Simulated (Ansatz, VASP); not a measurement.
One calculation of K, two programs

File INCAR:

```
PREC = Accurate
ENCUT = 600
EDIFF = 1E-7
ISMEAR = -1
SIGMA = 0.1
LREAL = F
LASPH = T
NELM = 100
ALGO = Normal
ISIF = 3
LWAVE = F
LCHARG = F
GGA = RE
IBRION = 2
NSW = 80
EDIFFG = -0.01
```

KPOINTS

```
regular mesh
0
Gamma
  8 8 8
```

POSCAR

```
K
1.0
    0.0000000000      3.2915437429      3.2915437429
    3.2915437429      0.0000000000      3.2915437429
    3.2915437429      3.2915437429      0.0000000000
K
1
Direct
    0.0000000000      0.0000000000      0.0000000000
```

Input for Ansatz:

```yaml
crystal:
  lattice:
    - [0.0, 3.2915437429, 3.2915437429]
    - [3.2915437429, 0.0, 3.2915437429]
    - [3.2915437429, 3.2915437429, 0.0]
  atoms:
    - { symbol: K, position: [0.0, 0.0, 0.0] }
hamiltonian:
  xc: revpbe
  pseudopotentials:
    kind: paw
    azcp:
      K: "pseudopotentials/K.paw.azcp"
basis:
  ecutwfc: 420
  fft_grid_basis: typed
kpoints:
  mp_grid: { grid: [8, 8, 8], shift: [0, 0, 0] }
magnetization:
  spin_polarized: false
scf:
  occupations: { method: fermi_dirac, width: 0.1 }
relax:
  max_steps: 60
  f_tol: 0.01
  cell: {}
```

Alike in both runs: task relaxation of cell and atoms; functional revPBE; k mesh 8 × 8 × 8; occupations fermi-dirac, width 0.1 eV; no spin polarisation.

```csv
,VASP,Ansatz
version,VASP 6.6.1,Ansatz 0.2.0
potentials or method,"VASP PAW PBE potentials, release 64 (K_sv), cutoff 600 eV","plane waves (420 eV) with PAW, scalar-relativistic"
valence electrons in the cell,9,9
```

```tsv
	VASP	Ansatz	Ansatz less VASP
relaxed volume (Å³/atom)	80.09	80.11	+0.016
relaxed length of the cell vector where the two differ most in proportion (Å)	4.838	4.839	+0.0003
```

VASP's potentials were made for PBE, not for revPBE.
